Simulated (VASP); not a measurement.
A run of VASP 6.6.1 is set up as follows.

The input INCAR:

```
ALGO     = Normal         # electronic algorithm
EDIFF    = 1E-6           # SCF threshold, eV
EDIFFG   = -0.01          # ionic threshold
ENCUT    = 600            # plane-wave cutoff, eV
GGA      = PS             # functional
IBRION   = 2              # ionic algorithm
ISIF     = 3              # what is computed and relaxed
ISMEAR   = 0              # smearing method
LASPH    = T              # aspherical terms in the spheres
LCHARG   = F              # write CHGCAR
LREAL    = F              # projectors in reciprocal space
LWAVE    = F              # write WAVECAR
NELM     = 100            # most SCF steps
NSW      = 80             # ionic steps
PREC     = Accurate       # precision mode
SIGMA    = 0.01           # smearing width, eV
```

KPOINTS

```
k-points
0
Gamma
  6 6 4
```

The input POSCAR:

```
HfO2
1.0
    3.5580190000      0.0000000000      0.0000000000
    0.0000000000      3.5580190000      0.0000000000
    0.0000000000      0.0000000000      5.1718610000
Hf O
2 4
Direct
    0.5000000000      0.5000000000      0.5000000000
    0.0000000000      0.0000000000      0.0000000000
    0.0000000000      0.5000000000      0.6972080000
    0.5000000000      0.0000000000      0.8027920000
    0.5000000000      0.0000000000      0.3027920000
    0.0000000000      0.5000000000      0.1972080000
```

Potentials or basis: VASP PAW PBE potentials, release 64 (Hf_pv, O).

The run is started by

```sh
$ cat potpaw_PBE.64/Hf_pv/POTCAR potpaw_PBE.64/O/POTCAR > POTCAR
$ mpirun -np 1 vasp_std > vasp.out
```

(1) Estimate the band gap on the k mesh.

(2) Estimate the space group after relaxing (to 0.1 Å).

(3) Estimate the relaxed volume.

## Answers

(1) 4.59 eV (least direct gap 4.68 eV).

(2) P4_2/nmc (No. 137).

(3) 10.78 Å³/atom.

Caveat: the PAW data sets were made with another functional, which shifts forces and pressure a little; spin-orbit coupling is left out, which moves the levels of the heavy elements.
